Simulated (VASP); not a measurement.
A run of VASP 6.6.1 is set up as follows.

The input INCAR:

```
PREC = Accurate
ENCUT = 520
EDIFF = 1E-7
ISMEAR = 0
SIGMA = 0.15
LREAL = False
LASPH = True
NELM = 100
ALGO = Fast
ISIF = 2
LWAVE = False
LCHARG = False
GGA = PE
NBANDS = 16
```

File KPOINTS:

```
regular mesh
0
Gamma
  20 20 20
```

Contents of POSCAR:

```
AlRu
1.0
    3.0040847246      0.0000000000      0.0000000000
    0.0000000000      2.8689009120      0.0000000000
    0.0000000000      0.0000000000      3.0040847246
Al Ru
1 1
Direct
    0.0000000000      0.0000000000      0.0000000000
    0.5000000000      0.5000000000      0.5000000000
```

Potentials or basis: VASP PAW PBE potentials, release 64 (Al, Ru_pv).

The run is started by

```sh
$ cat potpaw_PBE.64/Al/POTCAR potpaw_PBE.64/Ru_pv/POTCAR > POTCAR
$ mpirun -np 1 vasp_std > vasp.out
```

(1) Estimate the band gap on the k mesh.

(2) Estimate the pressure.

Results:

(1) zero (an odd number of electrons rules out a gap without spin polarisation).

(2) 10.6 GPa.

Caveat: the cell differs from its parent crystal (strain -0.0450 x Voigt [0, 1, 0, 0, 0, 0]); the stress differs along the axes, from 8 to 17 GPa.
